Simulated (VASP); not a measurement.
# GaGe (F-43m) in VASP: further runs, part 2 of 2

VASP 6.6.1. The steps go on from the part before.

## 4. Single point, r2SCAN

This run uses another cell than the first one, of 23.36 Å³/atom, 0.906 times its volume.

Input file POSCAR:

```
GaGe
1.0
    0.0000000000      2.8586791449      2.8586791449
    2.8586791449      0.0000000000      2.8586791449
    2.8586791449      2.8586791449      0.0000000000
Ge Ga
1 1
Direct
    0.0000000000      0.0000000000      0.0000000000
    0.2500000000      0.2500000000      0.2500000000
```

Input file INCAR.step1:

```
ALGO = Normal
EDIFF = 1E-4
ENCUT = 520
GGA = PE
ISMEAR = -1
LASPH = True
LCHARG = False
LREAL = False
LWAVE = True
NBANDS = 20
NELM = 100
PREC = Accurate
SIGMA = 0.05
```

Input file INCAR.step2:

```
ALGO = Normal
EDIFF = 1E-6
ENCUT = 520
ISIF = 2
ISMEAR = -1
ISTART = 1
LASPH = True
LCHARG = True
LELF = True
LMIXTAU = True
LREAL = False
LVHAR = True
LWAVE = False
METAGGA = R2SCAN
NBANDS = 20
NELM = 100
PREC = Accurate
SIGMA = 0.05
```

Input file KPOINTS:

```
k-points
0
Gamma
  8 8 8
```

Potentials or basis: VASP PAW PBE potentials, release 64 (Ge_d, Ga_d).

Run with:

```console
cat potpaw_PBE.64/Ge_d/POTCAR potpaw_PBE.64/Ga_d/POTCAR > POTCAR
cp INCAR.step1 INCAR
mpirun -np 1 vasp_std > vasp.out
cp INCAR.step2 INCAR
mpirun -np 1 vasp_std > vasp.out
```

OUTCAR:

```text
EDIFF = 1E-6
   ENCUT = 520
   ISIF = 2
   ISMEAR = -1
   ISTART = 1
   LASPH = True
   LREAL = False
   METAGGA = R2SCAN
   NELM = 100
   PREC = Accurate

 ion  position               nearest neighbor table
   1  0.000  0.000  0.000-   2 2.48   2 2.48   2 2.48   2 2.48
   2  0.250  0.250  0.250-   1 2.48   1 2.48   1 2.48   1 2.48

  LATTYP: Found a face centered cubic cell.
 ALAT       =     5.7173582898

  Lattice vectors:

 A1 = (   0.0000000000,   2.8586791449,   2.8586791449)
 A2 = (   2.8586791449,   0.0000000000,   2.8586791449)
 A3 = (   2.8586791449,   2.8586791449,   0.0000000000)

Analysis of symmetry for initial positions (statically):
=====================================================================
 Subroutine PRICEL returns:
 Original cell was already a primitive cell.

 Routine SETGRP: Setting up the symmetry group for a
 face centered cubic supercell.

 Subroutine GETGRP returns: Found 24 space group operations
 (whereof 24 operations were pure point group operations)
 out of a pool of 48 trial point group operations.
[... 157 lines left out ...]
  ---------------------------------------------------
  free energy    TOTEN  =       -24.96082179 eV

  energy without entropy =      -24.95216258  energy(sigma->0) =      -24.95649219

 E-fermi :   3.1422     XC(G=0): -10.6089

 val. band max:        3.0328748272   @ k =   0.1250   0.1250   0.0000
 cond. band min:       3.1734872563   @ k =   0.3750   0.1250   0.0000
 fundamental gap:      0.1406124291
 Fermi energy:         3.1422220640

 k-point     1 :       0.0000    0.0000    0.0000
  band No.  band energies     occupation
      1     -21.4134      2.00000
      2     -21.4134      2.00000
      3     -21.4134      2.00000
      4     -21.3881      2.00000
      5     -21.3881      2.00000
      6     -11.6484      2.00000
[... 541 lines left out ...]
     19      13.0050      0.00000
     20      16.0349      0.00000

 [... further k-points ...]

------------------------ aborting loop because EDIFF is reached ----------------------------------------

  FORCE on cell =-STRESS in cart. coord.  units (eV):
  Direction    XX          YY          ZZ          XY          YZ          ZX
  --------------------------------------------------------------------------------------
  -------------------------------------------------------------------------------------
  Total       -0.0018378     -0.0018378     -0.0018378      0.0000000      0.0000000     -0.0000000
  in kB       -0.0630198     -0.0630198     -0.0630198      0.0000000      0.0000000     -0.0000000
  external PRESSURE =      -0.0630198 kB  Pullay stress =       0.0000000 kB

 VOLUME and BASIS-vectors are now :
 -----------------------------------------------------------------------------
  energy-cutoff  :      520.00
  volume of cell :       46.72
      direct lattice vectors                 reciprocal lattice vectors
     0.000000000  2.858679145  2.858679145    -0.174905953  0.174905953  0.174905953
     2.858679145  0.000000000  2.858679145     0.174905953 -0.174905953  0.174905953
     2.858679145  2.858679145  0.000000000     0.174905953  0.174905953 -0.174905953

 POSITION                                       TOTAL-FORCE (eV/Angst)
 -----------------------------------------------------------------------------------
      0.00000      0.00000      0.00000         0.000000     -0.000000      0.000000
      1.42934      1.42934      1.42934        -0.000000      0.000000      0.000000
 -----------------------------------------------------------------------------------
    total drift:                               -0.000016     -0.000016     -0.000016

  FREE ENERGIE OF THE ION-ELECTRON SYSTEM (eV)
  ---------------------------------------------------
  free  energy   TOTEN  =       -24.9608217908 eV

  energy  without entropy=      -24.9521625847  energy(sigma->0) =      -24.95649219
```

Run time: 69 s. Hardware: 1 thread of Intel Xeon 6975P-C (Granite Rapids), shared host; peak memory 0.18 GiB.

Results:

- Free energy: -24.9608 eV
- Pressure: 0.0 GPa

Levels at points of the mesh, in eV from the Fermi level:
```csv
k point,band 12,band 13,band 14,band 15,band 16,band 17
"(0.00, 0.00, 0.00)",1.85,1.85,1.85,2.99,4.72,4.72
"(0.50, 0.00, 0.00)",-5.68,0.41,0.41,2.64,5.78,5.78
"(0.50, 0.50, 0.00)",-6.11,-1.38,-1.38,2.66,2.78,12.12
```

Caveat: the PAW data sets were made with another functional, which shifts forces and pressure a little.

## 5. Single point, r2SCAN

This run uses another cell than the first one, of 23.85 Å³/atom, 0.925 times its volume.

Input file POSCAR:

```
GaGe
1.0
    0.0000000000      2.8783947965      2.8783947965
    2.8783947965      0.0000000000      2.8783947965
    2.8783947965      2.8783947965      0.0000000000
Ge Ga
1 1
Direct
    0.0000000000      0.0000000000      0.0000000000
    0.2500000000      0.2500000000      0.2500000000
```

Input file INCAR.step1:

```
SYSTEM = GaGe
  PREC = Accurate
  ENCUT = 520
  ISMEAR = -1
  SIGMA = 0.05
  LREAL = .FALSE.
  LASPH = .TRUE.
  NELM = 80
  NBANDS = 20
  GGA = PE
  ALGO = Normal
  EDIFF = 1E-4
  LWAVE = .TRUE.
  LCHARG = .FALSE.
```

Input file INCAR.step2:

```
SYSTEM = GaGe
  PREC = Accurate
  ENCUT = 520
  EDIFF = 1E-7
  ISMEAR = -1
  SIGMA = 0.05
  LREAL = .FALSE.
  LASPH = .TRUE.
  NELM = 80
  ALGO = Normal
  ISIF = 2
  LWAVE = .FALSE.
  LCHARG = .TRUE.
  METAGGA = R2SCAN
  LMIXTAU = .TRUE.
  LELF = .TRUE.
  LVHAR = .TRUE.
  NBANDS = 20
  ISTART = 1
```

Input file KPOINTS:

```
Automatic mesh
0
G
  8 8 8
  0 0 0
```

Run with:

```console
cat potpaw_PBE.64/Ge_d/POTCAR potpaw_PBE.64/Ga_d/POTCAR > POTCAR
cp INCAR.step1 INCAR
mpirun -np 1 vasp_std > vasp.out
cp INCAR.step2 INCAR
mpirun -np 1 vasp_std > vasp.out
```

Wall time 66 s (1 thread of Intel Xeon 6975P-C (Granite Rapids), shared host); peak memory 0.18 GiB.

Results (log left out):

```yaml
Free_energy: -24.9574 eV
Pressure: -1.1 GPa
```

Levels at points of the mesh, in eV from the Fermi level:
```tsv
k point	band 11	band 12	band 13	band 14	band 15	band 16	band 17	band 18
(0.00, 0.00, 0.00)	-11.09	1.81	1.81	1.81	2.77	4.67	4.67	4.67
(0.50, 0.00, 0.00)	-8.97	-5.61	0.40	0.40	2.54	5.73	5.73	8.87
(0.50, 0.50, 0.00)	-7.82	-6.05	-1.35	-1.35	2.65	2.76	11.92	11.92
```

Caveat: the PAW data sets were made with another functional, which shifts forces and pressure a little.

## 6. Single point, r2SCAN

This run uses another cell than the first one, of 24.33 Å³/atom, 0.943 times its volume.

Input file POSCAR:

```
GaGe
1.0
    0.0000000000      2.8978440000      2.8978440000
    2.8978440000      0.0000000000      2.8978440000
    2.8978440000      2.8978440000      0.0000000000
Ge Ga
1 1
Direct
    0.0000000000      0.0000000000      0.0000000000
    0.2500000000      0.2500000000      0.2500000000
```

Input file INCAR.step1:

```
ALGO = Normal
EDIFF = 1E-4
ENCUT = 520
GGA = PE
ISMEAR = -1
LASPH = True
LCHARG = False
LREAL = False
LWAVE = True
NBANDS = 20
NELM = 100
PREC = Accurate
SIGMA = 0.05
```

Input file INCAR.step2:

```
ALGO = Normal
EDIFF = 1E-6
ENCUT = 520
ISIF = 2
ISMEAR = -1
ISTART = 1
LASPH = True
LCHARG = False
LMIXTAU = True
LREAL = False
LWAVE = False
METAGGA = R2SCAN
NBANDS = 20
NELM = 100
PREC = Accurate
SIGMA = 0.05
```

Input file KPOINTS:

```
k-points
0
Gamma
  8 8 8
```

Potentials or basis: VASP PAW PBE potentials, release 64 (Ge_d, Ga_d).

Run with:

```console
cat potpaw_PBE.64/Ge_d/POTCAR potpaw_PBE.64/Ga_d/POTCAR > POTCAR
cp INCAR.step1 INCAR
mpirun -np 1 vasp_std > vasp.out
cp INCAR.step2 INCAR
mpirun -np 1 vasp_std > vasp.out
```

OUTCAR:

```text
EDIFF = 1E-6
   ENCUT = 520
   ISIF = 2
   ISMEAR = -1
   ISTART = 1
   LASPH = True
   LREAL = False
   METAGGA = R2SCAN
   NELM = 100
   PREC = Accurate

 ion  position               nearest neighbor table
   1  0.000  0.000  0.000-   2 2.51   2 2.51   2 2.51   2 2.51
   2  0.250  0.250  0.250-   1 2.51   1 2.51   1 2.51   1 2.51

  LATTYP: Found a face centered cubic cell.
 ALAT       =     5.7956880000

  Lattice vectors:

 A1 = (   0.0000000000,   2.8978440000,   2.8978440000)
 A2 = (   2.8978440000,   0.0000000000,   2.8978440000)
 A3 = (   2.8978440000,   2.8978440000,   0.0000000000)

Analysis of symmetry for initial positions (statically):
=====================================================================
 Subroutine PRICEL returns:
 Original cell was already a primitive cell.

 Routine SETGRP: Setting up the symmetry group for a
 face centered cubic supercell.

 Subroutine GETGRP returns: Found 24 space group operations
 (whereof 24 operations were pure point group operations)
 out of a pool of 48 trial point group operations.

The static configuration has the point symmetry T_d .

Analysis of symmetry for dynamics (positions and initial velocities):
=====================================================================
 Subroutine PRICEL returns:
 Original cell was already a primitive cell.

 Routine SETGRP: Setting up the symmetry group for a
 face centered cubic supercell.

 Subroutine GETGRP returns: Found 24 space group operations
 (whereof 24 operations were pure point group operations)
 out of a pool of 48 trial point group operations.

The dynamic configuration has the point symmetry T_d .

 Subroutine INISYM returns: Found 24 space group operations
 (whereof 24 operations are pure point group operations),
 and found     1 'primitive' translations

[... 94 lines left out ...]
   EDIFF  = 0.1E-05   stopping-criterion for ELM
   LREAL  =      F    real-space projection
[... 7 lines left out ...]
   TEBEG  =    0.0;   TEEND  =   0.0 temperature during run
   PSTRESS=    0.0 pullay stress
   NELECT =      27.0000    total number of electrons
   NUPDOWN=      -1.0000    fix difference up-down
   EMIN   =  10.00;   EMAX   =-10.00  energy-range for DOS
   EFERMI =   0.00;   METHOD = LEGACY
   ISMEAR =    -1;   SIGMA  =   0.05  broadening in eV -4-tet -1-fermi 0-gaus
   EFERMI_NEDOS =   21; number of points for ismear=-14 and -15
   IALGO  =     38    algorithm
   IMIX   =      4    mixing-type and parameters
     AMIX     =   0.40;   BMIX     =  1.00
     AMIX_MAG =   1.60;   BMIX_MAG =  1.00
  volume/ion in A,a.u.               =      24.33       164.22
  Fermi-wavevector in a.u.,A,eV,Ry     =   1.345172  2.542006 24.619567  1.809487
  Thomas-Fermi vector in A             =   2.473106
   LORBIT       =      0    0 simple, 1 ext, 2 COOP (PROOUT), +10 PAW based schemes
   METAGGA = R2SCAN    functional components
   LHFCALC =     F    Hartree Fock is set to
   AEXX    =    0.0000 exact exchange contribution
   IVDW    =     0    specifies the selected vdW correction
   LEPSILON=     F    determine dielectric tensor
   LRPA    =     F    only Hartree local field effects (RPA)
 non-spin polarized calculation
  energy-cutoff  :      520.00
  volume of cell :       48.67
 maximum number of plane-waves:      1363
   NGX = 15   NGY = 15   NGZ = 15

 number of electron      26.9999991 magnetization

 Free energy of the ion-electron system (eV)
  ---------------------------------------------------
  ext. energy  EPLUGINS =         0.00000000
  ---------------------------------------------------
  free energy    TOTEN  =       -24.94744756 eV

  energy without entropy =      -24.93916289  energy(sigma->0) =      -24.94330523

 E-fermi :   2.8377     XC(G=0): -10.3998

 val. band max:        2.5850607508   @ k =   0.1250   0.1250   0.0000
 cond. band min:       2.8697330118   @ k =   0.5000   0.1250   0.0000
 fundamental gap:      0.2846722610
 Fermi energy:         2.8376676982

 k-point     1 :       0.0000    0.0000    0.0000
  band No.  band energies     occupation
      1     -21.7254      2.00000
      2     -21.7254      2.00000
      3     -21.7254      2.00000
      4     -21.7028      2.00000
      5     -21.7028      2.00000
      6     -11.9315      2.00000
[... 541 lines left out ...]
     19      12.5034      0.00000
     20      15.5106      0.00000

 [... further k-points ...]
[... 5 lines left out ...]
  --------------------------------------------------------------------------------------
  -------------------------------------------------------------------------------------
  Total       -0.6509358     -0.6509358     -0.6509358     -0.0000000      0.0000000      0.0000000
  in kB      -21.4285969    -21.4285969    -21.4285969     -0.0000000      0.0000000      0.0000000
  external PRESSURE =     -21.4285969 kB  Pullay stress =       0.0000000 kB

 VOLUME and BASIS-vectors are now :
 -----------------------------------------------------------------------------
  energy-cutoff  :      520.00
  volume of cell :       48.67
      direct lattice vectors                 reciprocal lattice vectors
     0.000000000  2.897844000  2.897844000    -0.172542069  0.172542069  0.172542069
     2.897844000  0.000000000  2.897844000     0.172542069 -0.172542069  0.172542069
     2.897844000  2.897844000  0.000000000     0.172542069  0.172542069 -0.172542069

 POSITION                                       TOTAL-FORCE (eV/Angst)
 -----------------------------------------------------------------------------------
      0.00000      0.00000      0.00000         0.000000      0.000000      0.000000
      1.44892      1.44892      1.44892        -0.000000     -0.000000     -0.000000
 -----------------------------------------------------------------------------------
    total drift:                               -0.000013     -0.000013     -0.000012

  FREE ENERGIE OF THE ION-ELECTRON SYSTEM (eV)
  ---------------------------------------------------
  free  energy   TOTEN  =       -24.9474475622 eV

  energy  without entropy=      -24.9391628944  energy(sigma->0) =      -24.94330523
```

OSZICAR.step1:

```text
N       E                     dE             d eps       ncg     rms          rms(c)
DAV:   1     0.163202836766E+03    0.16320E+03   -0.13844E+04  1264   0.298E+03
DAV:   2     0.169560173014E+02   -0.14625E+03   -0.14258E+03  1164   0.549E+02
DAV:   3    -0.639253914463E+01   -0.23349E+02   -0.23172E+02  1304   0.138E+02
DAV:   4    -0.712183691542E+01   -0.72930E+00   -0.72879E+00  1376   0.263E+01
DAV:   5    -0.713304563039E+01   -0.11209E-01   -0.11208E-01  1296   0.351E+00    0.213E+00
DAV:   6    -0.710375666959E+01    0.29289E-01   -0.70527E-02  1464   0.383E+00    0.123E+00
DAV:   7    -0.709870585614E+01    0.50508E-02   -0.25550E-02  1548   0.186E+00    0.254E-01
DAV:   8    -0.709910876720E+01   -0.40291E-03   -0.49042E-03  1272   0.815E-01    0.563E-02
DAV:   9    -0.709928047465E+01   -0.17171E-03   -0.46881E-04  1284   0.269E-01    0.222E-02
DAV:  10    -0.709930590198E+01   -0.25427E-04   -0.44502E-05   984   0.563E-02
   1 F= -.70993059E+01 E0= -.70950396E+01  d E =-.853258E-02
```

Wall time 76 s (1 thread of Intel Xeon 6975P-C (Granite Rapids), shared host); peak memory 0.18 GiB.

What came out:

* Free energy: -24.9474 eV
* Pressure: -2.1 GPa

Levels at points of the mesh, in eV from the Fermi level:
| k point | band 11 | band 12 | band 13 | band 14 | band 15 | band 16 | band 17 | band 18 |
| --- | --- | --- | --- | --- | --- | --- | --- | --- |
| (0.00, 0.00, 0.00) | -10.97 | 1.77 | 1.77 | 1.77 | 2.56 | 4.63 | 4.63 | 4.63 |
| (0.50, 0.00, 0.00) | -8.91 | -5.54 | 0.39 | 0.39 | 2.43 | 5.68 | 5.68 | 8.82 |
| (0.50, 0.50, 0.00) | -7.79 | -6.00 | -1.32 | -1.32 | 2.64 | 2.74 | 11.71 | 11.71 |

Caveat: the PAW data sets were made with another functional, which shifts forces and pressure a little.

## 7. The runs side by side

```tsv
level	potentials or basis	cell	gap on the mesh (eV)	pressure (GPa)
LDA	VASP PAW LDA potentials, release 64 (Ge_d, Ga_d)	a = 4.179 Å, angles 60.0°, 2 atoms	none	-6.1
r2SCAN	VASP PAW PBE potentials, release 64 (Ge_d, Ga_d)	a = 4.015 Å, angles 60.0°, 2 atoms	none	1.2
r2SCAN	VASP PAW PBE potentials, release 64 (Ge_d, Ga_d)	a = 4.043 Å, angles 60.0°, 2 atoms	none	0.0
r2SCAN	VASP PAW PBE potentials, release 64 (Ge_d, Ga_d)	a = 4.071 Å, angles 60.0°, 2 atoms	none	-1.1
r2SCAN	VASP PAW PBE potentials, release 64 (Ge_d, Ga_d)	a = 4.098 Å, angles 60.0°, 2 atoms	none	-2.1
```

Alike in all rows: task single point; no spin polarisation; k mesh 8 × 8 × 8; cutoff (eV) 520; smearing fermi-dirac 0.05 eV.

Caveats: the PAW data sets were made with another functional, which shifts forces and pressure a little (some runs).

Total energies depend on the potentials used, so only differences within one code and one set of settings carry meaning.
